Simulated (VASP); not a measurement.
# In2O3 (R-3c) in VASP: further runs

Runs on In2O3. Level: r2SCAN. Tasks: single point.

All numbers are computed with VASP 6.6.1; they aren't measurements. Logs are shortened: lines on timing, memory, paths and dates and some standing lists are left out, and cuts for length are marked.

## Step 1: The cell of the first run

It takes space group R-3c (No. 167, trigonal). Conventional cell: a = 5.232 Å, b = 5.232 Å, c = 15.288 Å, α = 90.00°, β = 90.00°, γ = 120.00°. In (site symmetry 3) has 6 O at 2.06 to 2.26 Å within 2.7 Å. Within 2.7 Å of O (site symmetry 2) lie 4 In at 2.06 to 2.26 Å and 2 O at 2.69 Å.

## Step 2: Single point, r2SCAN (strain -0.050 along x and y, +0.050 along z)

Contents of POSCAR:

```
In2O3
1.0
    2.6162397591      1.5104867292      5.0960908785
   -2.6162397591      1.5104867292      5.0960908785
    0.0000000000     -3.0209734584      5.0960908785
In O
4 6
Direct
    0.3570704061      0.3570704061      0.3570704061
    0.1429295939      0.1429295939      0.1429295939
    0.6429295939      0.6429295939      0.6429295939
    0.8570704061      0.8570704061      0.8570704061
    0.5465740402      0.9534259598      0.2500000000
    0.2500000000      0.5465740402      0.9534259598
    0.9534259598      0.2500000000      0.5465740402
    0.4534259598      0.0465740402      0.7500000000
    0.7500000000      0.4534259598      0.0465740402
    0.0465740402      0.7500000000      0.4534259598
```

Contents of INCAR.step1:

```
PREC     = Accurate       # precision mode
ENCUT    = 520            # plane-wave cutoff, eV
ISMEAR   = 0              # smearing method
SIGMA    = 0.05           # smearing width, eV
LREAL    = False          # projectors in reciprocal space
LASPH    = True           # aspherical terms in the spheres
NELM     = 100            # most SCF steps
NBANDS   = 55             # bands
GGA      = PE             # functional
ALGO     = Normal         # electronic algorithm
EDIFF    = 1E-4           # SCF threshold, eV
LWAVE    = True           # write WAVECAR
LCHARG   = False          # write CHGCAR
```

Contents of INCAR.step2:

```
PREC     = Accurate       # precision mode
ENCUT    = 520            # plane-wave cutoff, eV
EDIFF    = 1E-7           # SCF threshold, eV
ISMEAR   = 0              # smearing method
SIGMA    = 0.05           # smearing width, eV
LREAL    = False          # projectors in reciprocal space
LASPH    = True           # aspherical terms in the spheres
NELM     = 100            # most SCF steps
ALGO     = Normal         # electronic algorithm
ISIF     = 2              # what is computed and relaxed
LWAVE    = False          # write WAVECAR
LCHARG   = False          # write CHGCAR
METAGGA  = R2SCAN         # meta-GGA
LMIXTAU  = True         
NBANDS   = 55             # bands
ISTART   = 1
```

Contents of KPOINTS:

```
regular mesh
0
Gamma
  6 6 6
```

Potentials or basis: VASP PAW PBE potentials, release 64 (In_d, O).

Command:

```bash
$ cat potpaw_PBE.64/In_d/POTCAR potpaw_PBE.64/O/POTCAR > POTCAR
$ cp INCAR.step1 INCAR
$ mpirun -np 1 vasp_std > vasp.out
$ cp INCAR.step2 INCAR
$ mpirun -np 1 vasp_std > vasp.out
```

OUTCAR:

```text
PREC = Accurate
   ENCUT = 520
   EDIFF = 1E-7
   ISMEAR = 0
   LREAL = False
   LASPH = True
   NELM = 100
   ISIF = 2
   METAGGA = R2SCAN
   ISTART = 1

 ion  position               nearest neighbor table
   1  0.357  0.357  0.357-  10 2.06   8 2.06   9 2.06   5 2.26   6 2.26   7 2.26   3 3.11   3 3.11
                             3 3.11   2 3.27   2 3.53   2 3.53   2 3.53   4 3.95   4 3.95   4 3.95
   2  0.143  0.143  0.143-   9 2.06   8 2.06  10 2.06   5 2.26   7 2.26   6 2.26   4 3.11   4 3.11
                             4 3.11   1 3.27   1 3.53   1 3.53   1 3.53   3 3.95   3 3.95   3 3.95
   3  0.643  0.643  0.643-   7 2.06   5 2.06   6 2.06   8 2.26   9 2.26  10 2.26   1 3.11   1 3.11
                             1 3.11   4 3.27   4 3.53   4 3.53   4 3.53   2 3.95   2 3.95   2 3.95
   4  0.857  0.857  0.857-   6 2.06   5 2.06   7 2.06   8 2.26  10 2.26   9 2.26   2 3.11   2 3.11
                             2 3.11   3 3.27   3 3.53   3 3.53   3 3.53   1 3.95   1 3.95   1 3.95
   5  0.547  0.953  0.250-   3 2.06   4 2.06   1 2.26   2 2.26
   6  0.250  0.547  0.953-   4 2.06   3 2.06   1 2.26   2 2.26
   7  0.953  0.250  0.547-   3 2.06   4 2.06   2 2.26   1 2.26
   8  0.453  0.047  0.750-   1 2.06   2 2.06   3 2.26   4 2.26
   9  0.750  0.453  0.047-   2 2.06   1 2.06   3 2.26   4 2.26
  10  0.047  0.750  0.453-   1 2.06   2 2.06   4 2.26   3 2.26

  LATTYP: Found a trigonal (rhomboedric) cell.
 ALAT       =     5.9242233987
 COS(alpha) =     0.6099482559

  Lattice vectors:

 A1 = (   2.6162397591,   1.5104867292,   5.0960908785)
 A2 = (  -2.6162397591,   1.5104867292,   5.0960908785)
 A3 = (   0.0000000000,  -3.0209734584,   5.0960908785)

Analysis of symmetry for initial positions (statically):
=====================================================================
 Subroutine PRICEL returns:
 Original cell was already a primitive cell.

 Routine SETGRP: Setting up the symmetry group for a
 trigonal (rhombohedral) supercell.

 Subroutine GETGRP returns: Found 12 space group operations
 (whereof  6 operations were pure point group operations)
 out of a pool of 12 trial point group operations.

The static configuration has the point symmetry S_6 .
 The point group associated with its full space group is D_3d.

Analysis of symmetry for dynamics (positions and initial velocities):
=====================================================================
 Subroutine PRICEL returns:
 Original cell was already a primitive cell.

 Routine SETGRP: Setting up the symmetry group for a
 trigonal (rhombohedral) supercell.

 Subroutine GETGRP returns: Found 12 space group operations
 (whereof  6 operations were pure point group operations)
 out of a pool of 12 trial point group operations.

The dynamic configuration has the point symmetry S_6 .
 The point group associated with its full space group is D_3d.

 Subroutine INISYM returns: Found 12 space group operations
 (whereof  6 operations are pure point group operations),
 and found     1 'primitive' translations

----------------------------------------------------------------------------------------

                                     Primitive cell

  volume of cell :     120.8323

  direct lattice vectors                    reciprocal lattice vectors
     2.616239759  1.510486729  5.096090879     0.191113983  0.110339709  0.065409613
    -2.616239759  1.510486729  5.096090879    -0.191113983  0.110339709  0.065409613
     0.000000000 -3.020973458  5.096090879     0.000000000 -0.220679419  0.065409613

  length of vectors
     5.924223399  5.924223399  5.924223399     0.230169119  0.230169119  0.230169119

  position of ions in fractional coordinates (direct lattice)
     0.357070406  0.357070406  0.357070406
     0.142929594  0.142929594  0.142929594
     0.642929594  0.642929594  0.642929594
     0.857070406  0.857070406  0.857070406
     0.546574040  0.953425960  0.250000000
     0.250000000  0.546574040  0.953425960
     0.953425960  0.250000000  0.546574040
     0.453425960  0.046574040  0.750000000
     0.750000000  0.453425960  0.046574040
     0.046574040  0.750000000  0.453425960

  ion indices of the primitive-cell ions
   primitive index   ion index
                 1           1
                 2           2
                 3           3
                 4           4
                 5           5
                 6           6
                 7           7
                 8           8
                 9           9
                10          10

----------------------------------------------------------------------------------------

 KPOINTS: regular mesh

Automatic generation of k-mesh.
 Grid dimensions read from file:
 generate k-points for:    6    6    6

 Generating k-lattice:

  Cartesian coordinates                     Fractional coordinates (reciprocal lattice)
     0.031852330  0.018389952  0.010901602     0.166666667  0.000000000 -0.000000000
    -0.031852330  0.018389952  0.010901602     0.000000000  0.166666667 -0.000000000
     0.000000000 -0.036779903  0.010901602    -0.000000000 -0.000000000  0.166666667

  Length of vectors
     0.038361520  0.038361520  0.038361520

  Shift w.r.t. Gamma in fractional coordinates (k-lattice)
     0.000000000  0.000000000  0.000000000

 Subroutine IBZKPT returns following result:
 ===========================================

 Found     32 irreducible k-points:

 Following reciprocal coordinates:
            Coordinates               Weight
  0.000000  0.000000  0.000000      1.000000
  0.166667 -0.000000  0.000000      6.000000
  0.333333 -0.000000  0.000000      6.000000
  0.500000  0.000000  0.000000      3.000000
  0.166667  0.166667  0.000000      6.000000
  0.333333  0.166667  0.000000     12.000000
[... 16 lines left out ...]
  0.500000  0.500000  0.166667      6.000000
 -0.333333  0.500000  0.166667     12.000000
 [... further k-points ...]
   k-points           NKPTS =     32   k-points in BZ     NKDIM =     32   number of bands    NBANDS=     55
   number of dos      NEDOS =    301   number of ions     NIONS =     10
   total plane-waves  NPLWV = 110592
   dimension x,y,z NGX =    48 NGY =   48 NGZ =   48
   dimension x,y,z NGXF=    96 NGYF=   96 NGZF=   96
   ions per type =               4   6
   NGX,Y,Z   is equivalent  to a cutoff of  13.47, 13.47, 13.47 a.u.
   NGXF,Y,Z  is equivalent  to a cutoff of  26.94, 26.94, 26.94 a.u.
 SYSTEM =  unknown system
   PREC   = accura    normal or accurate (medium, high low for compatibility)
   ISTART =      1    job   : 0-new  1-cont  2-samecut
   ICHARG =      0    charge: 1-file 2-atom 10-const
   ISPIN  =      1    spin polarized calculation?
   LNONCOLLINEAR =      F non collinear calculations
   LSORBIT =      F    spin-orbit coupling
   LASPH  =      T    aspherical Exc in radial PAW
   ENCUT  =  520.0 eV  38.22 Ry    6.18 a.u.  11.02 11.02 11.02*2*pi/ulx,y,z
   NELM   =    100;   NELMIN=  2; NELMDL=  0     # of ELM steps
   EDIFF  = 0.1E-06   stopping-criterion for ELM
   LREAL  =      F    real-space projection
   EDIFFG = 0.1E-05   stopping-criterion for IOM
   NSW    =      0    number of steps for IOM
   IBRION =     -1    ionic relax: 0-MD 1-quasi-New 2-CG
   NFREE  =      0    steps in history (QN), initial steepest desc. (CG)
   ISIF   =      2    stress and relaxation
   ISYM   =      2    0-nonsym 1-usesym 2-fastsym
   POTIM  = 0.5000    time-step for ionic-motion
   TEBEG  =    0.0;   TEEND  =   0.0 temperature during run
   PSTRESS=    0.0 pullay stress
   NELECT =      88.0000    total number of electrons
   NUPDOWN=      -1.0000    fix difference up-down
   EMIN   =  10.00;   EMAX   =-10.00  energy-range for DOS
   EFERMI =   0.00;   METHOD = LEGACY
   ISMEAR =     0;   SIGMA  =   0.05  broadening in eV -4-tet -1-fermi 0-gaus
   EFERMI_NEDOS =   21; number of points for ismear=-14 and -15
   IALGO  =     38    algorithm
   IMIX   =      4    mixing-type and parameters
     AMIX     =   0.40;   BMIX     =  1.00
     AMIX_MAG =   1.60;   BMIX_MAG =  1.00
  volume/ion in A,a.u.               =      12.08        81.54
  Fermi-wavevector in a.u.,A,eV,Ry     =   1.472905  2.783387 29.517151  2.169449
  Thomas-Fermi vector in A             =   2.587863
   LORBIT       =      0    0 simple, 1 ext, 2 COOP (PROOUT), +10 PAW based schemes
   METAGGA = R2SCAN    functional components
   LHFCALC =     F    Hartree Fock is set to
   AEXX    =    0.0000 exact exchange contribution
   IVDW    =     0    specifies the selected vdW correction
   LEPSILON=     F    determine dielectric tensor
   LRPA    =     F    only Hartree local field effects (RPA)
 non-spin polarized calculation
 Gauss-broadening in eV      SIGMA  =   0.05
  energy-cutoff  :      520.00
  volume of cell :      120.83
 maximum number of plane-waves:      3286
 NGX is ok and might be reduce to    48
   NGX = 23   NGY = 23   NGZ = 23

 number of electron      88.0000008 magnetization

 Free energy of the ion-electron system (eV)
  ---------------------------------------------------
  ext. energy  EPLUGINS =         0.00000000
  ---------------------------------------------------
  free energy    TOTEN  =      -143.59101066 eV

  energy without entropy =     -143.59101066  energy(sigma->0) =     -143.59101066

 E-fermi :   6.2453     XC(G=0): -12.1801

 val. band max:        5.9912096165   @ k =   0.0000   0.0000   0.0000
 cond. band min:       7.9273662131   @ k =   0.0000   0.0000   0.0000
 fundamental gap:      1.9361565966
 Fermi energy:         6.2453229047

 k-point     1 :       0.0000    0.0000    0.0000
  band No.  band energies     occupation
      1     -13.1222      2.00000
      2     -12.1705      2.00000
      3     -12.1705      2.00000
      4     -12.0586      2.00000
      5     -11.9083      2.00000
      6     -11.9083      2.00000
[... 47 lines left out ...]
     54      16.8112      0.00000
[... 1333 lines left out ...]
     54      17.6550      0.00000
     55      18.0627      0.00000

 [... further k-points ...]

------------------------ aborting loop because EDIFF is reached ----------------------------------------

  FORCE on cell =-STRESS in cart. coord.  units (eV):
  Direction    XX          YY          ZZ          XY          YZ          ZX
  --------------------------------------------------------------------------------------
  -------------------------------------------------------------------------------------
  Total       16.5156859     16.5156859      0.0905969      0.0000000      0.0000000      0.0000000
  in kB      218.9900216    218.9900216      1.2012718      0.0000000      0.0000000      0.0000000
  external PRESSURE =     146.3937717 kB  Pullay stress =       0.0000000 kB

 VOLUME and BASIS-vectors are now :
 -----------------------------------------------------------------------------
  energy-cutoff  :      520.00
  volume of cell :      120.83
      direct lattice vectors                 reciprocal lattice vectors
     2.616239759  1.510486729  5.096090879     0.191113983  0.110339709  0.065409613
    -2.616239759  1.510486729  5.096090879    -0.191113983  0.110339709  0.065409613
     0.000000000 -3.020973458  5.096090879     0.000000000 -0.220679419  0.065409613

 POSITION                                       TOTAL-FORCE (eV/Angst)
 -----------------------------------------------------------------------------------
      0.00000      0.00000      5.45899         0.000000      0.000000     -0.867603
      0.00000      0.00000      2.18515         0.000000      0.000000      0.867603
      0.00000      0.00000      9.82928         0.000000      0.000000      0.867603
      0.00000      0.00000     13.10313         0.000000     -0.000000     -0.867603
     -1.06442      1.51049      8.91816        -0.257314     -0.000000     -0.000000
     -0.77591     -1.67706      8.91816         0.128657     -0.222840     -0.000000
      1.84033      0.16657      8.91816         0.128657      0.222840     -0.000000
      1.06442     -1.51049      6.37011         0.257314      0.000000      0.000000
      0.77591      1.67706      6.37011        -0.128657      0.222840     -0.000000
     -1.84033     -0.16657      6.37011        -0.128657     -0.222840     -0.000000
 -----------------------------------------------------------------------------------
    total drift:                                0.000000     -0.000000     -0.000000

  FREE ENERGIE OF THE ION-ELECTRON SYSTEM (eV)
  ---------------------------------------------------
  free  energy   TOTEN  =      -143.5910106631 eV

  energy  without entropy=     -143.5910106631  energy(sigma->0) =     -143.59101066
```

Run time: 13 min. Hardware: 1 thread of Intel Xeon 6975P-C (Granite Rapids), shared host; peak memory 0.44 GiB.

Results:

* Free energy: -143.5910 eV
* Pressure: 14.6 GPa
* Largest force: 0.868 eV/Å
* Band gap on the k mesh: 1.94 eV

Forces in eV/Å, atoms in the order of the input:
```
In   0.000  0.000 -0.868
In   0.000  0.000  0.868
In   0.000  0.000  0.868
In   0.000  0.000 -0.868
O   -0.257  0.000  0.000
O    0.129 -0.223  0.000
O    0.129  0.223  0.000
O    0.257  0.000  0.000
O   -0.129  0.223  0.000
O   -0.129 -0.223  0.000
```

Stress tensor (GPa, compression positive):
```
21.90  0.00  0.00
 0.00 21.90  0.00
 0.00  0.00  0.12
```

Levels at points of the mesh, in eV from the valence-band top:
```tsv
k point	band 41	band 42	band 43	band 44	band 45	band 46	band 47	band 48
(0.00, 0.00, 0.00)	-0.46	-0.46	0.00	0.00	1.94	6.60	7.17	8.78
(0.50, 0.00, 0.00)	-0.94	-0.94	-0.33	-0.33	5.68	5.68	6.77	6.77
(0.50, 0.50, 0.00)	-0.72	-0.66	-0.33	-0.25	5.85	6.46	7.45	7.86
(0.50, 0.50, 0.50)	-0.21	-0.21	-0.21	-0.21	5.12	5.12	8.22	8.22
```

Caveat: the cell differs from its parent crystal (strain -0.050 along x and y, +0.050 along z); the stress differs along the axes, from 0 to 22 GPa; the PAW data sets were made with another functional, which shifts forces and pressure a little; spin-orbit coupling is left out, which moves the levels of the heavy elements.

(Continued in part 2 of 2.)
